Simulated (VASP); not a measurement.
Wanted: the native input for a VASP 6.6.1 run.

```yaml
Task: single point
Functional: PBE
Potentials_or_basis: VASP PAW PBE potentials, release 64 (W_sv)
Cutoff: 520 eV
k_mesh: 24 × 24 × 24
Occupations: methfessel-paxton, width 0.1 eV
Spin: no spin polarisation
Dipole_correction: no
Further_INCAR_settings: ALGO = Normal; EDIFF = 1e-07; NBANDS = 13
```

The structure of W lies in POSCAR:

```
W
1.0
   -1.5920005746      1.5920005746      1.5920005746
    1.5920005746     -1.5920005746      1.5920005746
    1.5920005746      1.5920005746     -1.5920005746
W
1
Direct
    0.0000000000      0.0000000000      0.0000000000
```

One way to write it, as run:

INCAR

```
PREC = Accurate
ENCUT = 520
EDIFF = 1E-7
ISMEAR = 1
SIGMA = 0.1
LREAL = F
LASPH = T
NELM = 80
ALGO = Normal
ISIF = 2
LWAVE = F
LCHARG = F
GGA = PE
NBANDS = 13
```

KPOINTS

```
Automatic mesh
0
Gamma
  24 24 24
```

Potentials or basis: VASP PAW PBE potentials, release 64 (W_sv).

Command:

```console
$ cat potpaw_PBE.64/W_sv/POTCAR > POTCAR
$ mpirun -np 1 vasp_std > vasp.out
```

It gave:

The pressure is 0.4 GPa. The band gap on the k mesh is zero (bands 7 and 8 overlap by 6.24 eV).

Caveat: spin-orbit coupling is left out, which moves the levels of the heavy elements.

Run time: 59 s on 1 thread of Intel Xeon 8259CL, with other jobs on the host, peak memory 0.21 GiB.
